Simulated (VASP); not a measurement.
# Cr (Im-3m) in VASP: notebook

Runs on Cr. Level: RPBE. Tasks: single point.

All numbers are computed with VASP 6.6.1; they aren't measurements. Logs are shortened: lines on timing, memory, paths and dates and some standing lists are left out, and cuts for length are marked.

**1. The cell of the first run**

The structure is cubic, space group Im-3m (No. 229). Conventional cell: a = 2.749 Å, b = 2.749 Å, c = 2.749 Å, α = 90.00°, β = 90.00°, γ = 90.00°. Cr (site symmetry m-3m) has 14 Cr at 2.38 to 2.75 Å within 3.1 Å.

**2. Single point, RPBE (volume scaled by 0.88)**

Input file INCAR:

```
PREC     = Accurate       # precision mode
ENCUT    = 520            # plane-wave cutoff, eV
EDIFF    = 1E-6           # SCF threshold, eV
ISMEAR   = -1             # smearing method
SIGMA    = 0.1            # smearing width, eV
LREAL    = F              # projectors in reciprocal space
LASPH    = T              # aspherical terms in the spheres
NELM     = 60             # most SCF steps
ALGO     = Normal         # electronic algorithm
ISIF     = 2              # what is computed and relaxed
LWAVE    = F              # write WAVECAR
LCHARG   = F              # write CHGCAR
GGA      = RP             # functional
NBANDS   = 12             # bands
```

Input file KPOINTS:

```
Automatic mesh
0
Gamma
  25 25 25
```

Input file POSCAR:

```
Cr
1.0
   -1.3743260120      1.3743260120      1.3743260120
    1.3743260120     -1.3743260120      1.3743260120
    1.3743260120      1.3743260120     -1.3743260120
Cr
1
Direct
    0.0000000000      0.0000000000      0.0000000000
```

Potentials or basis: VASP PAW PBE potentials, release 64 (Cr_pv).

Run with:

```
$ cat potpaw_PBE.64/Cr_pv/POTCAR > POTCAR
$ mpirun -np 1 vasp_std > vasp.out
```

OUTCAR:

```text
PREC = Accurate
   ENCUT = 520
   EDIFF = 1E-6
   ISMEAR = -1
   LREAL = F
   LASPH = T
   NELM = 60
   ISIF = 2
   GGA = RP

 ion  position               nearest neighbor table
   1  0.000  0.000  0.000-

  LATTYP: Found a body centered cubic cell.
 ALAT       =     2.7486520240

  Lattice vectors:

 A1 = (  -1.3743260120,   1.3743260120,   1.3743260120)
 A2 = (   1.3743260120,  -1.3743260120,   1.3743260120)
 A3 = (   1.3743260120,   1.3743260120,  -1.3743260120)

Analysis of symmetry for initial positions (statically):
=====================================================================
 Subroutine PRICEL returns:
 Original cell was already a primitive cell.

 Routine SETGRP: Setting up the symmetry group for a
 body centered cubic supercell.

 Subroutine GETGRP returns: Found 48 space group operations
[... 9 lines left out ...]

 Routine SETGRP: Setting up the symmetry group for a
 body centered cubic supercell.

 Subroutine GETGRP returns: Found 48 space group operations
[... 11 lines left out ...]
                                     Primitive cell

  volume of cell :      10.3832

  direct lattice vectors                    reciprocal lattice vectors
    -1.374326012  1.374326012  1.374326012     0.000000000  0.363814696  0.363814696
     1.374326012 -1.374326012  1.374326012     0.363814696  0.000000000  0.363814696
     1.374326012  1.374326012 -1.374326012     0.363814696  0.363814696  0.000000000

  length of vectors
     2.380402479  2.380402479  2.380402479     0.514511677  0.514511677  0.514511677

  position of ions in fractional coordinates (direct lattice)
     0.000000000  0.000000000  0.000000000

  ion indices of the primitive-cell ions
   primitive index   ion index
                 1           1

----------------------------------------------------------------------------------------

 KPOINTS: Automatic mesh

Automatic generation of k-mesh.
 Grid dimensions read from file:
 generate k-points for:   25   25   25

 Generating k-lattice:

  Cartesian coordinates                     Fractional coordinates (reciprocal lattice)
     0.000000000  0.014552588  0.014552588     0.040000000  0.000000000  0.000000000
     0.014552588  0.000000000  0.014552588     0.000000000  0.040000000  0.000000000
     0.014552588  0.014552588  0.000000000     0.000000000  0.000000000  0.040000000

  Length of vectors
     0.020580467  0.020580467  0.020580467

  Shift w.r.t. Gamma in fractional coordinates (k-lattice)
     0.000000000  0.000000000  0.000000000

 Subroutine IBZKPT returns following result:
 ===========================================

 Found    455 irreducible k-points:

 Following reciprocal coordinates:
            Coordinates               Weight
  0.000000  0.000000  0.000000      1.000000
  0.040000  0.000000  0.000000     12.000000
  0.080000  0.000000  0.000000     12.000000
  0.120000  0.000000  0.000000     12.000000
  0.160000  0.000000  0.000000     12.000000
  0.200000  0.000000  0.000000     12.000000
[... 16 lines left out ...]
  0.400000  0.040000 -0.000000     48.000000
  0.440000  0.040000 -0.000000     48.000000
 [... further k-points ...]
   k-points           NKPTS =    455   k-points in BZ     NKDIM =    455   number of bands    NBANDS=     12
   number of dos      NEDOS =    301   number of ions     NIONS =      1
   total plane-waves  NPLWV =   5832
   dimension x,y,z NGX =    18 NGY =   18 NGZ =   18
   dimension x,y,z NGXF=    36 NGYF=   36 NGZF=   36
   ions per type =               1
   NGX,Y,Z   is equivalent  to a cutoff of  12.57, 12.57, 12.57 a.u.
   NGXF,Y,Z  is equivalent  to a cutoff of  25.14, 25.14, 25.14 a.u.
 SYSTEM =  unknown system
   PREC   = accura    normal or accurate (medium, high low for compatibility)
   ISTART =      0    job   : 0-new  1-cont  2-samecut
   ICHARG =      2    charge: 1-file 2-atom 10-const
   ISPIN  =      1    spin polarized calculation?
   LNONCOLLINEAR =      F non collinear calculations
   LSORBIT =      F    spin-orbit coupling
   LASPH  =      T    aspherical Exc in radial PAW
   ENCUT  =  520.0 eV  38.22 Ry    6.18 a.u.   4.43  4.43  4.43*2*pi/ulx,y,z
   NELM   =     60;   NELMIN=  2; NELMDL= -5     # of ELM steps
   EDIFF  = 0.1E-05   stopping-criterion for ELM
   LREAL  =      F    real-space projection
   EDIFFG = 0.1E-04   stopping-criterion for IOM
   NSW    =      0    number of steps for IOM
   IBRION =     -1    ionic relax: 0-MD 1-quasi-New 2-CG
   NFREE  =      0    steps in history (QN), initial steepest desc. (CG)
   ISIF   =      2    stress and relaxation
   ISYM   =      2    0-nonsym 1-usesym 2-fastsym
   POTIM  = 0.5000    time-step for ionic-motion
   TEBEG  =    0.0;   TEEND  =   0.0 temperature during run
   PSTRESS=    0.0 pullay stress
   NELECT =      12.0000    total number of electrons
   NUPDOWN=      -1.0000    fix difference up-down
   EMIN   =  10.00;   EMAX   =-10.00  energy-range for DOS
   EFERMI =   0.00;   METHOD = LEGACY
   ISMEAR =    -1;   SIGMA  =   0.10  broadening in eV -4-tet -1-fermi 0-gaus
   EFERMI_NEDOS =   21; number of points for ismear=-14 and -15
   IALGO  =     38    algorithm
   IMIX   =      4    mixing-type and parameters
     AMIX     =   0.40;   BMIX     =  1.00
     AMIX_MAG =   1.60;   BMIX_MAG =  1.00
  volume/ion in A,a.u.               =      10.38        70.07
  Fermi-wavevector in a.u.,A,eV,Ry     =   1.718009  3.246567 40.158352  2.951556
  Thomas-Fermi vector in A             =   2.794902
   LORBIT       =      0    0 simple, 1 ext, 2 COOP (PROOUT), +10 PAW based schemes
   GGA     = RP    functional components
   LHFCALC =     F    Hartree Fock is set to
   AEXX    =    0.0000 exact exchange contribution
   IVDW    =     0    specifies the selected vdW correction
   LEPSILON=     F    determine dielectric tensor
   LRPA    =     F    only Hartree local field effects (RPA)
 non-spin polarized calculation
  energy-cutoff  :      520.00
  volume of cell :       10.38
 maximum number of plane-waves:       321
 NGX is ok and might be reduce to    18
   NGX =  9   NGY =  9   NGZ =  9

 number of electron      11.9999997 magnetization

 Free energy of the ion-electron system (eV)
  ---------------------------------------------------
  ext. energy  EPLUGINS =         0.00000000
  ---------------------------------------------------
  free energy    TOTEN  =        -8.84223420 eV

  energy without entropy =       -8.81972531  energy(sigma->0) =       -8.83097976

 E-fermi :  12.6990     XC(G=0): -14.1923

 val. band max:       12.6963807922   @ k =   0.1200   0.0400   0.0400
 cond. band min:      12.7056720862   @ k =  -0.1600   0.1600   0.1200
 fundamental gap:      0.0092912939
 Fermi energy:        12.6989567522

 k-point     1 :       0.0000    0.0000    0.0000
  band No.  band energies     occupation
      1     -29.9516      2.00000
      2     -29.9516      2.00000
      3     -29.9516      2.00000
      4       4.4513      2.00000
      5      11.6245      1.99996
      6      11.6245      1.99996
      7      11.6245      1.99996
      8      13.9917      0.00000
      9      13.9917      0.00000
     10      19.9058      0.00000
     11      35.7963      0.00000
     12      35.7963      0.00000

 k-point     2 :       0.0400    0.0000    0.0000
  band No.  band energies     occupation
      1     -29.9727      2.00000
      2     -29.9578      2.00000
      3     -29.9517      2.00000
      4       4.5294      2.00000
      5      11.5920      1.99997
      6      11.6196      1.99996
      7      11.6798      1.99993
      8      13.9532      0.00001
      9      13.9938      0.00000
     10      19.9059      0.00000
     11      35.6649      0.00000
     12      35.7899      0.00000

 k-point     3 :       0.0800    0.0000    0.0000
  band No.  band energies     occupation
      1     -30.0346      2.00000
      2     -29.9763      2.00000
      3     -29.9523      2.00000
      4       4.7592      2.00000
      5      11.4977      1.99999
      6      11.5999      1.99997
      7      11.8438      1.99961
      8      13.8515      0.00002
      9      14.0007      0.00000
     10      19.9057      0.00000
     11      35.2710      0.00000
     12      35.7406      0.00000

 k-point     4 :       0.1200    0.0000    0.0000
  band No.  band energies     occupation
      1     -30.1327      2.00000
      2     -30.0057      2.00000
      3     -29.9531      2.00000
      4       5.1285      2.00000
      5      11.3499      2.00000
      6      11.5530      1.99998
      7      12.1109      1.99443
      8      13.7240      0.00007
      9      14.0141      0.00000
     10      19.9056      0.00000
     11      34.6164      0.00000
     12      35.5694      0.00000

 k-point     5 :       0.1600    0.0000    0.0000
  band No.  band energies     occupation
      1     -30.2599      2.00000
      2     -30.0440      2.00000
      3     -29.9543      2.00000
      4       5.6140      2.00000
      5      11.1613      2.00000
      6      11.4692      1.99999
      7      12.4715      1.81350
      8      13.6193      0.00020
      9      14.0360      0.00000
     10      19.9055      0.00000
     11      33.7058      0.00000
     12      35.1938      0.00000
[... 228 lines left out ...]
      1     -30.9385      2.00000
      2     -30.2568      2.00000
      3     -29.9686      2.00000
      4       7.7339      2.00000
      5      10.2086      2.00000
      6      11.8270      1.99967
      7      13.8034      0.00003
      8      14.3005      0.00000
      9      14.8577      0.00000
     10      19.9028      0.00000
     11      27.6091      0.00000
     12      31.8990      0.00000

 k-point    22 :       0.3600    0.0400    0.0000
  band No.  band energies     occupation
      1     -31.0544      2.00000
      2     -30.2951      2.00000
      3     -29.9699      2.00000
      4       7.8005      2.00000
      5      10.0514      2.00000
      6      12.4225      1.88148
      7      13.9183      0.00001
      8      14.3777      0.00000
      9      15.3614      0.00000
     10      19.9012      0.00000
     11      26.2392      0.00000
     12      31.3132      0.00000

 k-point    23 :       0.4000    0.0400   -0.0000
  band No.  band energies     occupation
      1     -31.1420      2.00000
      2     -30.3242      2.00000
      3     -29.9709      2.00000
      4       7.7821      2.00000
      5       9.9340      2.00000
      6      13.0382      0.06506
      7      13.9988      0.00000
      8      14.4782      0.00000
      9      15.7804      0.00000
     10      19.8990      0.00000
     11      25.0735      0.00000
     12      30.8717      0.00000

 k-point    24 :       0.4400    0.0400   -0.0000
  band No.  band energies     occupation
      1     -31.1965      2.00000
      2     -30.3424      2.00000
      3     -29.9715      2.00000
      4       7.7468      2.00000
      5       9.8615      2.00000
      6      13.4989      0.00067
      7      14.0192      0.00000
      8      14.5984      0.00000
      9      16.0680      0.00000
     10      19.8965      0.00000
     11      24.2599      0.00000
     12      30.5976      0.00000

 [... further k-points ...]
[... 5 lines left out ...]
  --------------------------------------------------------------------------------------
  -------------------------------------------------------------------------------------
  Total        2.5935719      2.5935719      2.5935719     -0.0000000     -0.0000000      0.0000000
  in kB      400.2023025    400.2023025    400.2023025     -0.0000000     -0.0000000      0.0000000
  external PRESSURE =     400.2023025 kB  Pullay stress =       0.0000000 kB

 VOLUME and BASIS-vectors are now :
 -----------------------------------------------------------------------------
  energy-cutoff  :      520.00
  volume of cell :       10.38
      direct lattice vectors                 reciprocal lattice vectors
    -1.374326012  1.374326012  1.374326012     0.000000000  0.363814696  0.363814696
     1.374326012 -1.374326012  1.374326012     0.363814696  0.000000000  0.363814696
     1.374326012  1.374326012 -1.374326012     0.363814696  0.363814696  0.000000000

 POSITION                                       TOTAL-FORCE (eV/Angst)
 -----------------------------------------------------------------------------------
      0.00000      0.00000      0.00000         0.000000     -0.000000     -0.000000
 -----------------------------------------------------------------------------------
    total drift:                                0.000000      0.000000      0.000000

  FREE ENERGIE OF THE ION-ELECTRON SYSTEM (eV)
  ---------------------------------------------------
  free  energy   TOTEN  =        -8.8422342041 eV

  energy  without entropy=       -8.8197253146  energy(sigma->0) =       -8.83097976
```

Wall time 22 s (1 thread of Intel Xeon 6975P-C (Granite Rapids), shared host); peak memory 0.16 GiB.

Results:

| Quantity | Value |
| --- | --- |
| Free energy | -8.8422 eV |
| Pressure | 40.0 GPa |
| Band gap on the k mesh | zero (band 6 reaches 15.46 eV, above the bottom of band 7 at 11.62 eV) |

Caveat: the cell differs from its parent crystal (volume scaled by 0.88); the PAW data sets were made with another functional, which shifts forces and pressure a little; the run has no spin polarisation, though such a crystal can be magnetic.

**3. Single point, RPBE (volume scaled by 0.92)**

INCAR is that of step 2.

KPOINTS is that of step 2.

Input file POSCAR:

```
Cr
1.0
   -1.3948413651      1.3948413651      1.3948413651
    1.3948413651     -1.3948413651      1.3948413651
    1.3948413651      1.3948413651     -1.3948413651
Cr
1
Direct
    0.0000000000      0.0000000000      0.0000000000
```

Potentials or basis: VASP PAW PBE potentials, release 64 (Cr_pv).

Run with:

```
$ cat potpaw_PBE.64/Cr_pv/POTCAR > POTCAR
$ mpirun -np 1 vasp_std > vasp.out
```

It took 23 s on 1 thread of Intel Xeon 6975P-C (Granite Rapids), shared host; peak memory 0.16 GiB.

The run converged. Its results:

```
Free energy            : -8.9354 eV
Pressure               : 23.6 GPa
Band gap on the k mesh : zero (band 6 reaches 14.61 eV, above the bottom of band 7 at 11.01 eV)
```

Levels at points of the mesh, in eV from the Fermi level:
```
           k point  band 2  band 3  band 4  band 5  band 6  band 7  band 8  band 9  band 10  band 11
(0.00, 0.00, 0.00)  -42.72  -42.72   -8.10   -1.00   -1.00   -1.00    1.24    1.24     7.18    22.76
```

Caveat: the cell differs from its parent crystal (volume scaled by 0.92); the PAW data sets were made with another functional, which shifts forces and pressure a little; the run has no spin polarisation, though such a crystal can be magnetic. Spin polarisation is off, so any magnetic state and its effect on volume and gap are missing.

**4. Single point, RPBE (volume scaled by 0.96)**

Input file INCAR:

```
ALGO = Normal
EDIFF = 1E-6
ENCUT = 520
GGA = RP
ISIF = 2
ISMEAR = -1
LASPH = T
LCHARG = F
LREAL = F
LWAVE = F
NBANDS = 12
NELM = 80
PREC = Accurate
SIGMA = 0.1
```

Input file KPOINTS:

```
k-points
0
Gamma
  25 25 25
```

Input file POSCAR:

```
Cr
1.0
   -1.4147703629      1.4147703629      1.4147703629
    1.4147703629     -1.4147703629      1.4147703629
    1.4147703629      1.4147703629     -1.4147703629
Cr
1
Direct
    0.0000000000      0.0000000000      0.0000000000
```

Run with:

```
$ cat potpaw_PBE.64/Cr_pv/POTCAR > POTCAR
$ mpirun -np 1 vasp_std > vasp.out
```

It took 22 s on 1 thread of Intel Xeon 6975P-C (Granite Rapids), shared host; peak memory 0.17 GiB.

It converged, with:

```
Free energy            : -8.9849 eV
Pressure               : 10.3 GPa
Band gap on the k mesh : zero (band 6 reaches 13.82 eV, above the bottom of band 7 at 10.43 eV)
```

Levels at points of the mesh, in eV from the Fermi level:
| k point | band 3 | band 4 | band 5 | band 6 | band 7 | band 8 | band 9 | band 10 |
| --- | --- | --- | --- | --- | --- | --- | --- | --- |
| (0.00, 0.00, 0.00) | -42.77 | -7.94 | -0.94 | -0.94 | -0.94 | 1.18 | 1.18 | 7.16 |

Caveat: the cell differs from its parent crystal (volume scaled by 0.96); the PAW data sets were made with another functional, which shifts forces and pressure a little; the run has no spin polarisation, though such a crystal can be magnetic. Spin polarisation is off, so any magnetic state and its effect on volume and gap are missing.

**5. Single point, RPBE**

This run uses another cell than the first one, of 11.80 Å³/atom, 1.136 times its volume.

Input file INCAR:

```
PREC = Accurate
ENCUT = 520
EDIFF = 1E-6
ISMEAR = -1
SIGMA = 0.1
LREAL = F
LASPH = T
NELM = 80
ALGO = Normal
ISIF = 2
LWAVE = F
LCHARG = F
GGA = RP
NBANDS = 12
```

Input file KPOINTS:

```
regular mesh
0
Gamma
  25 25 25
```

Input file POSCAR:

```
Cr
1.0
   -1.4341531874      1.4341531874      1.4341531874
    1.4341531874     -1.4341531874      1.4341531874
    1.4341531874      1.4341531874     -1.4341531874
Cr
1
Direct
    0.0000000000      0.0000000000      0.0000000000
```

Run with:

```
$ cat potpaw_PBE.64/Cr_pv/POTCAR > POTCAR
$ mpirun -np 1 vasp_std > vasp.out
```

Run time: 24 s. Hardware: 1 thread of Intel Xeon 6975P-C (Granite Rapids), shared host; peak memory 0.16 GiB.

Results (log left out):

```
Free energy            : -8.9990 eV
Pressure               : -0.4 GPa
Band gap on the k mesh : zero (band 6 reaches 13.10 eV, above the bottom of band 7 at 9.90 eV)
```

Levels at points of the mesh, in eV from the Fermi level:
```csv
k point,band 3,band 4,band 5,band 6,band 7,band 8,band 9,band 10
"(0.00, 0.00, 0.00)",-42.82,-7.79,-0.88,-0.88,-0.88,1.13,1.13,7.15
```

Caveat: the PAW data sets were made with another functional, which shifts forces and pressure a little; the run has no spin polarisation, though such a crystal can be magnetic.

**6. Summary**

| cell | gap on the mesh (eV) | pressure (GPa) |
| --- | --- | --- |
| a = 2.380 Å, angles 109.5°, 1 atom | none | 40.0 |
| a = 2.416 Å, angles 109.5°, 1 atom | none | 23.6 |
| a = 2.450 Å, angles 109.5°, 1 atom | none | 10.3 |
| a = 2.484 Å, angles 109.5°, 1 atom | none | -0.4 |

Alike in all rows: task single point; level RPBE; potentials or basis VASP PAW PBE potentials, release 64 (Cr_pv); no spin polarisation; k mesh 25 × 25 × 25; cutoff (eV) 520; smearing fermi-dirac 0.1 eV.

Caveats: the PAW data sets were made with another functional, which shifts forces and pressure a little; the run has no spin polarisation, though such a crystal can be magnetic.

Absolute energies hang on the potentials; compare differences alone.
